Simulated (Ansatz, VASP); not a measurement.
**SiNi in VASP and in Ansatz**

Contents of INCAR:

```
SYSTEM = SiNi
ALGO     = Normal         ! electronic algorithm
EDIFF    = 1E-7           ! SCF threshold, eV
ENCUT    = 520            ! plane-wave cutoff, eV
GGA      = PE             ! functional
ISIF     = 2              ! what is computed and relaxed
ISMEAR   = 0              ! smearing method
LASPH    = .TRUE.         ! aspherical terms in the spheres
LCHARG   = .FALSE.        ! write CHGCAR
LREAL    = .FALSE.        ! projectors in reciprocal space
LWAVE    = .FALSE.        ! write WAVECAR
NBANDS   = 22             ! bands
NELM     = 80             ! most SCF steps
PREC     = Accurate       ! precision mode
SIGMA    = 0.02           ! smearing width, eV
```

File KPOINTS:

```
k-points
0
G
  14 12 10
  0 0 0
```

File POSCAR:

```
SiNi
1.0
    3.0266200000      0.0000000000      0.0000000000
    0.0000000000      3.2735000000      0.0000000000
    0.0000000000      0.0000000000      4.6977600000
Si Ni
2 2
Direct
    0.5000000000      0.5000000000      0.8423000000
    0.0000000000      0.0000000000      0.1577000000
    0.5000000000      0.5000000000      0.3442200000
    0.0000000000      0.0000000000      0.6557800000
```

Input for Ansatz:

```yaml
crystal:
  lattice:
    - [3.02662, 0.0, 0.0]
    - [0.0, 3.2735, 0.0]
    - [0.0, 0.0, 4.69776]
  atoms:
    - { symbol: Si, position: [0.5, 0.5, 0.8423] }
    - { symbol: Si, position: [0.0, 0.0, 0.1577] }
    - { symbol: Ni, position: [0.5, 0.5, 0.34422] }
    - { symbol: Ni, position: [0.0, 0.0, 0.65578] }
basis:
  ecutwfc: 420
kpoints:
  mp_grid: { grid: [14, 12, 10] }
hamiltonian:
  xc: pbe
scf:
  occupations: { method: gaussian, width: 0.02 }
output:
  forces: true
  stress: true
  eigenvalues: true
```

Alike in both runs: task single point; functional PBE; k mesh 14 × 12 × 10; occupations gaussian, width 0.02 eV; no spin polarisation.

|  | VASP | Ansatz |
| --- | --- | --- |
| version | VASP 6.6.1 | Ansatz 0.2.0 |
| potentials or method | VASP PAW PBE potentials, release 64 (Si, Ni), cutoff 520 eV | scalar-relativistic, plane waves, PAW |
| valence electrons in the cell | 28 | 44 |

Ansatz gave:

* gap on the k mesh at the Fermi level (eV): none
* pressure (GPa): 1.1
* traceless stress, the component that is largest in VASP (GPa): -0.26
* rms of the force components (eV/Å): 0.068

Q: Which values does VASP return?

A: gap on the k mesh at the Fermi level (eV): none; pressure (GPa): 1.2; traceless stress, the component that is largest in VASP (GPa): -0.31; rms of the force components (eV/Å): 0.068.

Atom by atom the forces differ by 0.005 eV/Å (rms over components). A gap of «none» marks a metal or a gap that the smearing closes. VASP's potentials hold 28 valence electrons a cell and Ansatz's 44, so a difference there can come from the potentials and not from the codes.
